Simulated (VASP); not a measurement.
Write the native input for VASP 6.6.1 that does the following.

| Item | Value |
| --- | --- |
| Task | single point |
| Functional | r2SCAN |
| Potentials or basis | VASP PAW PBE potentials, release 64 (W_sv, C) |
| Cutoff | 520 eV |
| k mesh | 24 × 24 × 24 |
| Occupations | gaussian, width 0.15 eV |
| Spin | no spin polarisation |
| Dipole correction | no |
| Further INCAR settings | ALGO = Normal; EDIFF = 1e-06; NBANDS = 16 |

The system is WC.

```
W C
1.0
     0.00000    2.05147    2.18242
     2.18242    0.00000    2.18242
     2.18242    2.05147    0.00000
W C
1 1
Direct
  0.00000 0.00000 0.00000
  0.50000 0.50000 0.50000
```

This cell differs from its parent crystal: strain -0.0600 x Voigt [0, 1, 0, 0, 0, 0].

These files were run (other wordings do the same):

POSCAR

```
WC
1.0
    0.0000000000      2.0514705489      2.1824154775
    2.1824154775      0.0000000000      2.1824154775
    2.1824154775      2.0514705489      0.0000000000
W C
1 1
Direct
    0.0000000000      0.0000000000      0.0000000000
    0.5000000000      0.5000000000      0.5000000000
```

INCAR.step1

```
PREC = Accurate ; ENCUT = 520
ISMEAR = 0 ; SIGMA = 0.15
LREAL = False ; LASPH = True
NELM = 100 ; NBANDS = 16
GGA = PE ; ALGO = Normal
EDIFF = 1E-4 ; LWAVE = True
LCHARG = False
```

INCAR.step2

```
PREC = Accurate ; ENCUT = 520
EDIFF = 1E-6 ; ISMEAR = 0
SIGMA = 0.15 ; LREAL = False
LASPH = True ; NELM = 100
ALGO = Normal ; ISIF = 2
LWAVE = False ; LCHARG = False
METAGGA = R2SCAN ; LMIXTAU = True
NBANDS = 16 ; ISTART = 1
```

KPOINTS

```
regular mesh
0
Gamma
  24 24 24
```

Potentials or basis: VASP PAW PBE potentials, release 64 (W_sv, C).

Launch:

```bash
$ cat potpaw_PBE.64/W_sv/POTCAR potpaw_PBE.64/C/POTCAR > POTCAR
$ cp INCAR.step1 INCAR
$ mpirun -np 1 vasp_std > vasp.out
$ cp INCAR.step2 INCAR
$ mpirun -np 1 vasp_std > vasp.out
```

Results of the run:

```
Pressure               : 32.9 GPa
Band gap on the k mesh : zero (bands 9 and 10 overlap by 3.64 eV)
```

Caveat: the cell differs from its parent crystal (strain -0.0600 x Voigt [0, 1, 0, 0, 0, 0]); the stress differs along the axes, from 15 to 69 GPa; the PAW data sets were made with another functional, which shifts forces and pressure a little; spin-orbit coupling is left out, which moves the levels of the heavy elements.

Run time: 19 min on 1 thread of Oxide Virtual Turin-like Processor, on a shared host, peak memory 0.39 GiB.
